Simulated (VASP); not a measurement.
Crystal: Sc.

```
Sc
1.0
     3.28000    0.00000    0.00000
    -1.64000    2.84056    0.00000
     0.00000    0.00000    5.35624
Sc
2
Cartesian
  0.0000 1.8937 1.3391
  1.6400 0.9469 4.0172
```

* Program: VASP 6.6.1
* Task: relaxation of cell and atoms
* Functional: r2SCAN
* Potentials or basis: VASP PAW PBE potentials, release 64 (Sc_sv)
* Cutoff: 600 eV
* k mesh: 9 × 9 × 5
* Occupations: gaussian, width 0.05 eV
* Spin: no spin polarisation

At the start: pressure 0.4 GPa; volume 24.95 Å³/atom.

How do energy, volume and symmetry change on relaxing?

Over 5 steps the energy falls by 8.7 meV/atom and the volume is 25.05 Å³/atom (+0.4 %); space group P6_3/mmc (No. 194, to 0.1 Å) before and after.

Step by step:
| step | energy change (eV) | largest force (eV/Å) | pressure (GPa) | volume (Å³) |
| --- | --- | --- | --- | --- |
| 1 | 0.0000 | 0.0000 | 0.35 | 49.90 |
| 2 | -0.0141 | 0.0000 | -0.21 | 50.29 |
| 3 | -0.0167 | 0.0000 | -0.46 | 50.51 |
| 4 | -0.0173 | 0.0000 | 0.16 | 49.96 |
| 5 | -0.0174 | 0.0000 | 0.02 | 50.09 |

Final structure:
```
Sc
1.0
     3.33179    0.00000    0.00000
    -1.66589    2.88541    0.00000
     0.00000    0.00000    5.21060
Sc
2
Cartesian
  0.0000 1.9236 1.3027
  1.6659 0.9618 3.9080
```

Caveat: the PAW data sets were made with another functional, which shifts forces and pressure a little.
